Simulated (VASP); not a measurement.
Crystal: NaBe.

```xyz
2
Lattice="2.8271 0.0000 0.0000 0.0000 2.8271 0.0000 0.0000 0.0000 3.7055" Properties=species:S:1:pos:R:3 pbc="T T T"
Na    1.4135    1.4135    1.8528
Be    0.0000    0.0000    0.0000
```

* Program: VASP 6.6.1
* Task: relaxation of cell and atoms
* Functional: PBE
* Potentials or basis: VASP PAW PBE potentials, release 64 (Na_pv, Be)
* Cutoff: 600 eV
* k mesh: 6 × 6 × 6
* Occupations: gaussian, width 0.1 eV
* Spin: no spin polarisation

At the start: pressure 10.3 GPa; volume 14.81 Å³/atom.

Problem. Where does the relaxation end?

Solution. Over 11 steps the energy falls by 167.6 meV/atom and the volume is 18.09 Å³/atom (+22.2 %); space group P4/mmm (No. 123, to 0.1 Å) before and after.

Step by step:
```csv
step,energy change (eV),largest force (eV/Å),pressure (GPa),volume (Å³)
1,0.0000,0.0000,10.32,29.62
2,-0.1940,0.0000,3.37,33.89
3,-0.2387,0.0000,0.35,37.06
4,-0.2410,0.0000,-0.34,38.00
5,-0.2410,0.0000,-0.48,38.18
6,-0.2526,0.0000,-0.46,38.03
7,-0.2884,0.0000,-0.45,37.54
8,-0.3348,0.0000,-0.32,36.25
9,-0.3322,0.0000,-0.16,35.82
10,-0.3353,0.0000,-0.28,36.13
11,-0.3352,0.0000,-0.29,36.18
```

Final structure:
```yaml
crystal:
  lattice:
    - [2.75958, 0.00000, 0.00000]
    - [0.00000, 2.75958, 0.00000]
    - [0.00000, 0.00000, 4.75071]
  atoms:
    - { symbol: Na, position: [0.50000, 0.50000, 0.50000] }
    - { symbol: Be, position: [0.00000, 0.00000, 0.00000] }
```

Caveat: the k points lie up to 0.38 Å⁻¹ apart in the final cell, too coarse for converged energies and pressures of a metal; the volume moved by over 15 % at a fixed basis, so the end points are rough.
